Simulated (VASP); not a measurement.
# EuS (Fm-3m) in VASP: a series of runs

The runs below take EuS through single point, with LDA.

All numbers are computed with VASP 6.6.1; they aren't measurements. Logs are shortened: lines on timing, memory, paths and dates and some standing lists are left out, and cuts for length are marked.

## Step 1: The cell of the first run

It takes space group Fm-3m (No. 225, cubic). Conventional cell: a = 5.876 Å, b = 5.876 Å, c = 5.876 Å, α = 90.00°, β = 90.00°, γ = 90.00°. Eu (site symmetry m-3m) has 6 S at 2.94 Å within 3.9 Å. S (site symmetry m-3m) has 6 Eu at 2.94 Å within 3.9 Å.

## Step 2: Single point, LDA, collinear spin, ferromagnetic start

File INCAR:

```
  PREC = Accurate
  ENCUT = 600
  EDIFF = 1E-6
  ISMEAR = -1
  SIGMA = 0.05
  LREAL = F
  LASPH = T
  NELM = 200
  ALGO = Normal
  ISIF = 2
  LWAVE = F
  LCHARG = F
  ISPIN = 2
  MAGMOM = 7 0
  LORBIT = 11
  LMAXMIX = 6
  GGA = CA
  NBANDS = 22
  GGA_COMPAT = F
```

File KPOINTS:

```
regular mesh
0
Gamma
  8 8 8
```

File POSCAR:

```
EuS
1.0
    0.0000000000      2.9382450654      2.9382450654
    2.9382450654      0.0000000000      2.9382450654
    2.9382450654      2.9382450654      0.0000000000
Eu S
1 1
Direct
    0.0000000000      0.0000000000      0.0000000000
    0.5000000000      0.5000000000      0.5000000000
```

Potentials or basis: VASP PAW PBE potentials, release 64 (Eu, S).

Command:

```bash
cat potpaw_PBE.64/Eu/POTCAR potpaw_PBE.64/S/POTCAR > POTCAR
mpirun -np 1 vasp_std > vasp.out
```

OUTCAR:

```text
PREC = Accurate
   ENCUT = 600
   EDIFF = 1E-6
   ISMEAR = -1
   LREAL = F
   LASPH = T
   NELM = 200
   ISIF = 2
   ISPIN = 2
   LORBIT = 11
   GGA = CA

 ion  position               nearest neighbor table
   1  0.000  0.000  0.000-   2 2.94   2 2.94   2 2.94   2 2.94   2 2.94   2 2.94
   2  0.500  0.500  0.500-   1 2.94   1 2.94   1 2.94   1 2.94   1 2.94   1 2.94

  LATTYP: Found a face centered cubic cell.
 ALAT       =     5.8764901308

  Lattice vectors:

 A1 = (   0.0000000000,   2.9382450654,   2.9382450654)
 A2 = (   2.9382450654,   0.0000000000,   2.9382450654)
 A3 = (   2.9382450654,   2.9382450654,   0.0000000000)

Analysis of symmetry for initial positions (statically):
=====================================================================
 Subroutine PRICEL returns:
 Original cell was already a primitive cell.

 Routine SETGRP: Setting up the symmetry group for a
 face centered cubic supercell.

 Subroutine GETGRP returns: Found 48 space group operations
 (whereof 48 operations were pure point group operations)
 out of a pool of 48 trial point group operations.

The static configuration has the point symmetry O_h .

Analysis of symmetry for dynamics (positions and initial velocities):
=====================================================================
 Subroutine PRICEL returns:
 Original cell was already a primitive cell.

 Routine SETGRP: Setting up the symmetry group for a
 face centered cubic supercell.

 Subroutine GETGRP returns: Found 48 space group operations
 (whereof 48 operations were pure point group operations)
 out of a pool of 48 trial point group operations.

The dynamic configuration has the point symmetry O_h .

Analysis of structural, dynamic, and magnetic symmetry:
=====================================================================
 Subroutine PRICEL returns:
 Original cell was already a primitive cell.

 Routine SETGRP: Setting up the symmetry group for a
 face centered cubic supercell.

 Subroutine GETGRP returns: Found 48 space group operations
 (whereof 48 operations were pure point group operations)
 out of a pool of 48 trial point group operations.

The overall configuration has the point symmetry O_h .

 Subroutine INISYM returns: Found 48 space group operations
 (whereof 48 operations are pure point group operations),
 and found     1 'primitive' translations

----------------------------------------------------------------------------------------

                                     Primitive cell

  volume of cell :      50.7334
[... 107 lines left out ...]
   IMIX   =      4    mixing-type and parameters
     AMIX     =   0.40;   BMIX     =  1.00
     AMIX_MAG =   1.60;   BMIX_MAG =  1.00
  volume/ion in A,a.u.               =      25.37       171.18
  Fermi-wavevector in a.u.,A,eV,Ry     =   1.257630  2.376575 21.519414  1.581632
  Thomas-Fermi vector in A             =   2.391279
   LORBIT       =     11    0 simple, 1 ext, 2 COOP (PROOUT), +10 PAW based schemes
   GGA     = CA    functional components
   LHFCALC =     F    Hartree Fock is set to
   AEXX    =    0.0000 exact exchange contribution
   IVDW    =     0    specifies the selected vdW correction
   LEPSILON=     F    determine dielectric tensor
   LRPA    =     F    only Hartree local field effects (RPA)
 spin polarized calculation
  energy-cutoff  :      600.00
  volume of cell :       50.73
 maximum number of plane-waves:      1719
 NGX is ok and might be reduce to    36
   NGX = 17   NGY = 17   NGZ = 17

 number of electron      23.0000002 magnetization       6.9272376

 Free energy of the ion-electron system (eV)
  ---------------------------------------------------
  ext. energy  EPLUGINS =         0.00000000
  ---------------------------------------------------
  free energy    TOTEN  =       -20.63080823 eV

  energy without entropy =      -20.61643368  energy(sigma->0) =      -20.62362095

 E-fermi :   4.1999     XC(G=0): -10.1978

 val. band max:        4.1761229336   @ k =   0.1250   0.1250   0.0000
 cond. band min:       4.2183110787   @ k =   0.5000   0.3750   0.0000
 fundamental gap:      0.0421881451
 Fermi energy:         4.1998575280

 spin component 1

 k-point     1 :       0.0000    0.0000    0.0000
  band No.  band energies     occupation
      1     -36.9631      1.00000
      2     -15.7971      1.00000
      3     -15.7971      1.00000
      4     -15.7971      1.00000
      5      -9.2504      1.00000
      6       1.4730      1.00000
[... 589 lines left out ...]
     21      10.6071      0.00000
     22      11.6444      0.00000

 [... further k-points ...]

 spin component 2

 k-point     1 :       0.0000    0.0000    0.0000
  band No.  band energies     occupation
      1     -34.1897      1.00000
      2     -13.7139      1.00000
      3     -13.7139      1.00000
      4     -13.7139      1.00000
      5      -9.2107      1.00000
      6       1.6899      1.00000
[... 589 lines left out ...]
     21      11.4837      0.00000
     22      12.4003      0.00000

 [... further k-points ...]
[... 5 lines left out ...]
  --------------------------------------------------------------------------------------
  -------------------------------------------------------------------------------------
  Total       -1.9636293     -1.9636293     -1.9636293      0.0000000     -0.0000000      0.0000000
  in kB      -62.0120452    -62.0120452    -62.0120452      0.0000000     -0.0000000      0.0000000
  external PRESSURE =     -62.0120452 kB  Pullay stress =       0.0000000 kB

 VOLUME and BASIS-vectors are now :
 -----------------------------------------------------------------------------
  energy-cutoff  :      600.00
  volume of cell :       50.73
      direct lattice vectors                 reciprocal lattice vectors
     0.000000000  2.938245065  2.938245065    -0.170169604  0.170169604  0.170169604
     2.938245065  0.000000000  2.938245065     0.170169604 -0.170169604  0.170169604
     2.938245065  2.938245065  0.000000000     0.170169604  0.170169604 -0.170169604

 POSITION                                       TOTAL-FORCE (eV/Angst)
 -----------------------------------------------------------------------------------
      0.00000      0.00000      0.00000        -0.000000      0.000000     -0.000000
      2.93825      2.93825      2.93825         0.000000     -0.000000      0.000000
 -----------------------------------------------------------------------------------
    total drift:                               -0.000000      0.000000      0.000000

  FREE ENERGIE OF THE ION-ELECTRON SYSTEM (eV)
  ---------------------------------------------------
  free  energy   TOTEN  =       -20.6308082336 eV

  energy  without entropy=      -20.6164336753  energy(sigma->0) =      -20.62362095

 total charge

# of ion       s       p       d       f       tot
--------------------------------------------------
    1        2.022   5.697   0.348   6.618  14.686
    2        1.308   2.400   0.000   0.000   3.707
--------------------------------------------------
tot          3.330   8.097   0.348   6.618  18.393

 magnetization (x)

# of ion       s       p       d       f       tot
--------------------------------------------------
    1       -0.009  -0.087   0.088   6.581   6.573
    2       -0.006  -0.052   0.000   0.000  -0.058
--------------------------------------------------
tot         -0.015  -0.139   0.088   6.581   6.515
```

It took 80 s on 1 thread of AMD EPYC 9R45 (Zen 5), shared host; peak memory 0.2 GiB.

What came out:

| Property | Result |
| --- | --- |
| Free energy | -20.6308 eV |
| Pressure | -6.2 GPa |
| Net moment | 6.93 μB per cell |
| Site moments | Eu +6.57; S -0.06 μB |
| Valence electrons inside the program's atomic spheres | Eu 14.69; S 3.71 |

Levels at points of the mesh, in eV from the Fermi level:
Spin up:
```
           k point  band 11  band 12  band 13  band 14  band 15  band 16  band 17  band 18  band 19  band 20
(0.00, 0.00, 0.00)    -0.26    -0.26     0.10     0.10     0.10     1.01     1.01     1.01     1.02     1.92
(0.50, 0.00, 0.00)    -0.40    -0.31    -0.31    -0.27    -0.26     3.12     3.34     3.72     3.72     6.85
(0.50, 0.50, 0.00)    -0.35    -0.33    -0.33    -0.28    -0.07    -0.07     3.12     3.40     4.69     4.82
```
Spin down:
| k point | band 6 | band 7 | band 8 | band 9 | band 10 | band 11 |
| --- | --- | --- | --- | --- | --- | --- |
| (0.00, 0.00, 0.00) | -2.51 | -2.51 | -2.51 | 1.44 | 1.65 | 1.65 |
| (0.50, 0.00, 0.00) | -5.25 | -3.76 | -3.76 | 2.67 | 3.68 | 3.68 |
| (0.50, 0.50, 0.00) | -3.68 | -2.86 | -2.86 | -0.44 | 3.83 | 3.90 |

Caveat: the cell stands under tension; the PAW data sets were made with another functional, which shifts forces and pressure a little; spin-orbit coupling is left out, which moves the levels of the heavy elements; a cell with one magnetic atom can't hold antiferromagnetic order, which such compounds often take; semilocal functionals describe open f shells poorly, which spoils levels, moments and volumes. With open d or f shells a metallic result of LDA can be an artefact of self-interaction; +U or a hybrid may open a gap.

## Step 3: Single point, LDA, collinear spin, ferromagnetic start

This run uses another cell than the first one, of 25.90 Å³/atom.

File INCAR:

```
SYSTEM = EuS
PREC = Accurate
ENCUT = 600
EDIFF = 1E-6
ISMEAR = -1
SIGMA = 0.05
LREAL = .False.
LASPH = .True.
NELM = 200
ALGO = Normal
ISIF = 2
LWAVE = .False.
LCHARG = .True.
ISPIN = 2
MAGMOM = 7 0
LORBIT = 11
LMAXMIX = 6
GGA = CA
LELF = .True.
LVHAR = .True.
NBANDS = 22
GGA_COMPAT = .False.
```

File KPOINTS:

```
regular mesh
0
Gamma
  8 8 8
  0 0 0
```

File POSCAR:

```
EuS
1.0
    0.0000000000      2.9585094648      2.9585094648
    2.9585094648      0.0000000000      2.9585094648
    2.9585094648      2.9585094648      0.0000000000
Eu S
1 1
Direct
    0.0000000000      0.0000000000      0.0000000000
    0.5000000000      0.5000000000      0.5000000000
```

Potentials or basis: VASP PAW PBE potentials, release 64 (Eu, S).

Command:

```bash
cat potpaw_PBE.64/Eu/POTCAR potpaw_PBE.64/S/POTCAR > POTCAR
mpirun -np 1 vasp_std > vasp.out
```

OUTCAR:

```text
SYSTEM = EuS
   PREC = Accurate
   ENCUT = 600
   EDIFF = 1E-6
   ISMEAR = -1
   LREAL = .False.
   LASPH = .True.
   NELM = 200
   ISIF = 2
   ISPIN = 2
   LORBIT = 11
   GGA = CA

 ion  position               nearest neighbor table
   1  0.000  0.000  0.000-   2 2.96   2 2.96   2 2.96   2 2.96   2 2.96   2 2.96
   2  0.500  0.500  0.500-   1 2.96   1 2.96   1 2.96   1 2.96   1 2.96   1 2.96

  LATTYP: Found a face centered cubic cell.
[... 1419 lines left out ...]
  external PRESSURE =     -69.1842817 kB  Pullay stress =       0.0000000 kB

 VOLUME and BASIS-vectors are now :
 -----------------------------------------------------------------------------
  energy-cutoff  :      600.00
  volume of cell :       51.79
      direct lattice vectors                 reciprocal lattice vectors
     0.000000000  2.958509465  2.958509465    -0.169004022  0.169004022  0.169004022
     2.958509465  0.000000000  2.958509465     0.169004022 -0.169004022  0.169004022
     2.958509465  2.958509465  0.000000000     0.169004022  0.169004022 -0.169004022

 POSITION                                       TOTAL-FORCE (eV/Angst)
 -----------------------------------------------------------------------------------
      0.00000      0.00000      0.00000        -0.000000     -0.000000      0.000000
      2.95851      2.95851      2.95851         0.000000      0.000000     -0.000000
 -----------------------------------------------------------------------------------
    total drift:                               -0.000000      0.000000      0.000000

  FREE ENERGIE OF THE ION-ELECTRON SYSTEM (eV)
  ---------------------------------------------------
  free  energy   TOTEN  =       -20.5878493805 eV

  energy  without entropy=      -20.5741420950  energy(sigma->0) =      -20.58099574

 total charge

# of ion       s       p       d       f       tot
--------------------------------------------------
    1        2.021   5.696   0.334   6.629  14.680
    2        1.307   2.393   0.000   0.000   3.701
--------------------------------------------------
tot          3.329   8.089   0.334   6.629  18.381

 magnetization (x)

# of ion       s       p       d       f       tot
--------------------------------------------------
    1       -0.009  -0.087   0.086   6.594   6.584
    2       -0.006  -0.052   0.000   0.000  -0.058
--------------------------------------------------
tot         -0.015  -0.139   0.086   6.594   6.526
```

stdout:

```text
POSCAR found type information on POSCAR EuS
 POSCAR found :  2 types and       2 ions
 scaLAPACK will be used
 -----------------------------------------------------------------------------
|                                                                             |
|                                                                             |
|     You enforced a specific xc type in the INCAR file but a different       |
|     I HOPE YOU KNOW WHAT YOU ARE DOING!                                     |
|                                                                             |
 -----------------------------------------------------------------------------

 LDA part: xc-table for (Slater(with rela. corr.)+CA(PZ))
 , standard interpolation
 POSCAR, INCAR and KPOINTS ok, starting setup
 FFT: planning ... GRIDC
 FFT: planning ... GRID_SOFT
 FFT: planning ... GRID
 WAVECAR not read
 entering main loop
```

Run time: 90 s. Hardware: 1 thread of AMD EPYC 9R45 (Zen 5), shared host; peak memory 0.2 GiB.

What came out:

- Free energy: -20.5878 eV
- Pressure: -6.9 GPa
- Net moment: 6.94 μB per cell
- Site moments: Eu +6.58; S -0.06 μB
- Valence electrons inside the program's atomic spheres: Eu 14.68; S 3.70

Caveat: the cell stands under tension; the PAW data sets were made with another functional, which shifts forces and pressure a little; spin-orbit coupling is left out, which moves the levels of the heavy elements; a cell with one magnetic atom can't hold antiferromagnetic order, which such compounds often take; semilocal functionals describe open f shells poorly, which spoils levels, moments and volumes.

## Step 4: Single point, LDA, collinear spin, ferromagnetic start

This run uses another cell than the first one, of 26.95 Å³/atom.

File INCAR:

```
SYSTEM = EuS
ALGO = Normal
EDIFF = 1E-6
ENCUT = 600
GGA = CA
GGA_COMPAT = .FALSE.
ISIF = 2
ISMEAR = -1
ISPIN = 2
LASPH = .TRUE.
LCHARG = .FALSE.
LMAXMIX = 6
LORBIT = 11
LREAL = .FALSE.
LWAVE = .FALSE.
MAGMOM = 7 0
NBANDS = 22
NELM = 200
PREC = Accurate
SIGMA = 0.05
```

File KPOINTS:

```
k-points
0
G
  8 8 8
  0 0 0
```

File POSCAR:

```
EuS
1.0
    0.0000000000      2.9982257404      2.9982257404
    2.9982257404      0.0000000000      2.9982257404
    2.9982257404      2.9982257404      0.0000000000
Eu S
1 1
Direct
    0.0000000000      0.0000000000      0.0000000000
    0.5000000000      0.5000000000      0.5000000000
```

Command:

```bash
cat potpaw_PBE.64/Eu/POTCAR potpaw_PBE.64/S/POTCAR > POTCAR
mpirun -np 1 vasp_std > vasp.out
```

Wall time 87 s (1 thread of AMD EPYC 9R45 (Zen 5), shared host); peak memory 0.21 GiB.

It converged, with:

| Property | Result |
| --- | --- |
| Free energy | -20.4883 eV |
| Pressure | -8.2 GPa |
| Net moment | 6.96 μB per cell |
| Site moments | Eu +6.60; S -0.06 μB |
| Valence electrons inside the program's atomic spheres | Eu 14.67; S 3.69 |

Levels at points of the mesh, in eV from the Fermi level:
Spin up:
| k point | band 13 | band 14 | band 15 | band 16 | band 17 | band 18 |
| --- | --- | --- | --- | --- | --- | --- |
| (0.00, 0.00, 0.00) | 0.04 | 0.04 | 0.04 | 0.66 | 1.03 | 1.03 |
| (0.50, 0.00, 0.00) | -0.31 | -0.28 | -0.26 | 2.91 | 3.13 | 3.52 |
| (0.50, 0.50, 0.00) | -0.32 | -0.28 | -0.10 | -0.10 | 3.01 | 3.03 |
Spin down:
```
           k point  band 4  band 5  band 6  band 7  band 8  band 9  band 10  band 11  band 12  band 13
(0.00, 0.00, 0.00)  -18.01  -13.28   -2.52   -2.52   -2.52    1.07     1.66     1.66     1.66     2.59
(0.50, 0.00, 0.00)  -18.04  -12.36   -5.10   -3.66   -3.66    2.61     3.71     3.71     3.78     4.00
(0.50, 0.50, 0.00)  -18.13  -12.94   -3.70   -2.89   -2.89   -0.31     3.59     3.81     3.84     3.92
```

Caveat: the cell stands under tension; the PAW data sets were made with another functional, which shifts forces and pressure a little; spin-orbit coupling is left out, which moves the levels of the heavy elements; a cell with one magnetic atom can't hold antiferromagnetic order, which such compounds often take; semilocal functionals describe open f shells poorly, which spoils levels, moments and volumes. With open d or f shells a metallic result of LDA can be an artefact of self-interaction; +U or a hybrid may open a gap.

## Step 5: Summary

```tsv
cell	gap on the mesh (eV)	pressure (GPa)	moment (μB)
a = 4.155 Å, angles 60.0°, 2 atoms	none	-6.2	6.93
a = 4.184 Å, angles 60.0°, 2 atoms	none	-6.9	6.94
a = 4.240 Å, angles 60.0°, 2 atoms	none	-8.2	6.96
```

Alike in all rows: task single point; level LDA; potentials or basis VASP PAW PBE potentials, release 64 (Eu, S); spin collinear, ferromagnetic start; k mesh 8 × 8 × 8; cutoff (eV) 600; smearing fermi-dirac 0.05 eV.

Caveats: the cell stands under tension; the PAW data sets were made with another functional, which shifts forces and pressure a little; spin-orbit coupling is left out, which moves the levels of the heavy elements; a cell with one magnetic atom can't hold antiferromagnetic order, which such compounds often take; semilocal functionals describe open f shells poorly, which spoils levels, moments and volumes.

Absolute energies hang on the potentials; compare differences alone.
